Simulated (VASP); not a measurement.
A run of VASP 6.6.1:

Contents of INCAR:

```
PREC = Accurate
ENCUT = 520
EDIFF = 1E-6
ISMEAR = 0
SIGMA = 0.1
LREAL = False
LASPH = True
NELM = 100
ALGO = Normal
ISIF = 2
LWAVE = False
LCHARG = False
GGA = PE
NBANDS = 23
```

Contents of KPOINTS:

```
regular mesh
0
Gamma
  12 12 8
```

File POSCAR:

```
CaHfAs2
1.0
    3.9214514465     -0.0000000028      0.0000000000
   -1.9607257208      3.3960765738      0.0000000000
    0.0000000000      0.0000000000      7.0773761578
Ca Hf As
1 1 2
Direct
    0.0000000000      0.0000000000      0.0000000000
    0.0000000000      0.0000000000      0.5000000000
    0.3333333333      0.6666666667      0.7219268056
    0.6666666667      0.3333333333      0.2780731944
```

Potentials or basis: VASP PAW PBE potentials, release 64 (Ca_sv, Hf_pv, As).

Launch:

```bash
$ cat potpaw_PBE.64/Ca_sv/POTCAR potpaw_PBE.64/Hf_pv/POTCAR potpaw_PBE.64/As/POTCAR > POTCAR
$ mpirun -np 1 vasp_std > vasp.out
```

Hardware: 1 thread of Intel(R) Xeon(R) 6975P-C (Granite Rapids), with other jobs on the host.

Problem. How long does it take, and how much memory?

Solution. Wall time 2.6 min on 1 thread of Intel(R) Xeon(R) 6975P-C (Granite Rapids), with other jobs on the host, peak memory 0.44 GiB. Counts: scf iterations 13, k points 131.
